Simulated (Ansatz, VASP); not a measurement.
**ZnS: VASP beside Ansatz**

File INCAR:

```
ALGO     = Normal         # electronic algorithm
EDIFF    = 1E-6           # SCF threshold, eV
ENCUT    = 520            # plane-wave cutoff, eV
GGA      = PS             # functional
ISIF     = 2              # what is computed and relaxed
ISMEAR   = -1             # smearing method
LASPH    = T              # aspherical terms in the spheres
LCHARG   = F              # write CHGCAR
LREAL    = F              # projectors in reciprocal space
LWAVE    = F              # write WAVECAR
NBANDS   = 26             # bands
NELM     = 80             # most SCF steps
PREC     = Accurate       # precision mode
SIGMA    = 0.03           # smearing width, eV
```

KPOINTS

```
k-points
0
Gamma
  8 8 5
```

Contents of POSCAR:

```
ZnS
1.0
    3.8857432240      0.0000000000      0.0000000000
   -1.9428716120      3.3651523445      0.0000000000
    0.0000000000      0.0000000000      6.3562663350
Zn S
2 2
Direct
    0.3333333333      0.6666666667      0.0000000000
    0.6666666667      0.3333333333      0.5000000000
    0.3333333333      0.6666666667      0.3850000000
    0.6666666667      0.3333333333      0.8850000000
```

Input for Ansatz:

```yaml
crystal:
  lattice:
    - [3.885743224, 0.0, 0.0]
    - [-1.942871612, 3.3651523445, 0.0]
    - [0.0, 0.0, 6.356266335]
  atoms:
    - { symbol: Zn, position: [0.3333333333, 0.6666666667, 0.0] }
    - { symbol: Zn, position: [0.6666666667, 0.3333333333, 0.5] }
    - { symbol: S, position: [0.3333333333, 0.6666666667, 0.385] }
    - { symbol: S, position: [0.6666666667, 0.3333333333, 0.885] }
kpoints:
  mp_grid: { grid: [8, 8, 5] }
  band_path:
    path:
      - [0.0, 0.0, 0.0]
      - [0.5, 0.0, 0.0]
      - [0.3333333333, 0.3333333333, 0.0]
      - [0.0, 0.0, 0.0]
      - [0.0, 0.0, 0.5]
      - [0.5, 0.0, 0.5]
      - [0.3333333333, 0.3333333333, 0.5]
      - [0.0, 0.0, 0.5]
      - [0.5, 0.0, 0.5]
    npoints: 5
scf:
  occupations: { method: fermi_dirac, width: 0.03 }
hamiltonian:
  xc: pbesol
  pseudopotentials: { kind: all_electron, lapw: { basis_error: 0.001 } }
output:
  forces: true
  stress: true
  eigenvalues: true
```

Change from the starting cell: volume scaled by 1.06.

Alike in both runs: task single point; functional PBEsol; k mesh 8 × 8 × 5; occupations fermi-dirac, width 0.03 eV; no spin polarisation.

```csv
,VASP,Ansatz
version,VASP 6.6.1,Ansatz 0.2.0
potentials or method,"VASP PAW PBE potentials, release 64 (Zn, S), cutoff 520 eV","all-electron LAPW, scalar-relativistic"
```

Ansatz gave:

```
gap on the k mesh at the Fermi level (eV)                     : 1.85
pressure (GPa)                                                : -5.0
traceless stress, the component that is largest in VASP (GPa) : -0.70
rms of the force components (eV/Å)                            : 0.139
```

Problem. Which values does VASP return?

Solution. gap on the k mesh at the Fermi level (eV): 1.85; pressure (GPa): -4.9; traceless stress, the component that is largest in VASP (GPa): -0.72; rms of the force components (eV/Å): 0.141.

VASP's potentials were made for PBE, not for PBEsol. Atom by atom the forces differ by 0.001 eV/Å (rms over components). Ansatz ran all-electron here, and VASP with PAW potentials.
